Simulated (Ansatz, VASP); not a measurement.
Li: VASP beside Ansatz

INCAR

```
PREC = Accurate
ENCUT = 600
EDIFF = 1E-6
ISMEAR = 0
SIGMA = 0.1
LREAL = F
LASPH = T
NELM = 100
ALGO = Normal
ISIF = 3
LWAVE = F
LCHARG = F
GGA = PE
IBRION = 2
NSW = 100
EDIFFG = -0.01
```

File KPOINTS:

```
Automatic mesh
0
Gamma
  10 10 10
```

Contents of POSCAR:

```
Li
1.0
    2.3296446261     -3.9483156134      0.0000000000
    2.3296446261      3.9483156134      0.0000000000
    0.0000000000      0.0000000000      4.6654869012
Li
4
Direct
    0.1525000000      0.8475000000      0.0785000000
    0.6525000000      0.3475000000      0.4215000000
    0.8475000000      0.1525000000      0.9215000000
    0.3475000000      0.6525000000      0.5785000000
```

Input for Ansatz:

```yaml
crystal:
  lattice:
    - [2.3296446261, -3.9483156134, 0.0]
    - [2.3296446261, 3.9483156134, 0.0]
    - [0.0, 0.0, 4.6654869012]
  atoms:
    - { symbol: Li, position: [0.1525, 0.8475, 0.0785] }
    - { symbol: Li, position: [0.6525, 0.3475, 0.4215] }
    - { symbol: Li, position: [0.8475, 0.1525, 0.9215] }
    - { symbol: Li, position: [0.3475, 0.6525, 0.5785] }
basis:
  ecutwfc: 420
kpoints:
  mp_grid: { grid: [10, 10, 10] }
hamiltonian:
  xc: pbe
scf:
  occupations: { method: gaussian, width: 0.1 }
output:
  forces: true
  stress: true
  eigenvalues: true
relax:
  adjacent_minimum: "off"
  f_tol: 0.01
  max_steps: 80
  cell: { stress_tol: 0.05 }
```

Alike in both runs: task relaxation of cell and atoms; functional PBE; k mesh 10 × 10 × 10; occupations gaussian, width 0.1 eV; no spin polarisation.

|  | VASP | Ansatz |
| --- | --- | --- |
| version | VASP 6.6.1 | Ansatz 0.2.0 |
| potentials or method | VASP PAW PBE potentials, release 64 (Li_sv), cutoff 600 eV | scalar-relativistic, plane waves, PAW |
| valence electrons in the cell | 12 | 12 |

VASP gave:

* gap on the k mesh at the Fermi level, each at its own relaxed structure (eV): none
* relaxed volume (Å³/atom): 19.18
* relaxed length of the cell vector where the two differ most in proportion (Å): 5.544

Task: Which values does Ansatz return?

Result: gap on the k mesh at the Fermi level, each at its own relaxed structure (eV): none; relaxed volume (Å³/atom): 20.34; relaxed length of the cell vector where the two differ most in proportion (Å): 5.825.

A gap of «none» marks a metal or a gap that the smearing closes. One of these differences is far larger than is usual between the two programs; its cause wasn't traced.

Noted on VASP's run: the cutoff is under 1.25 times that of the potentials, so the pressure is a little rough.
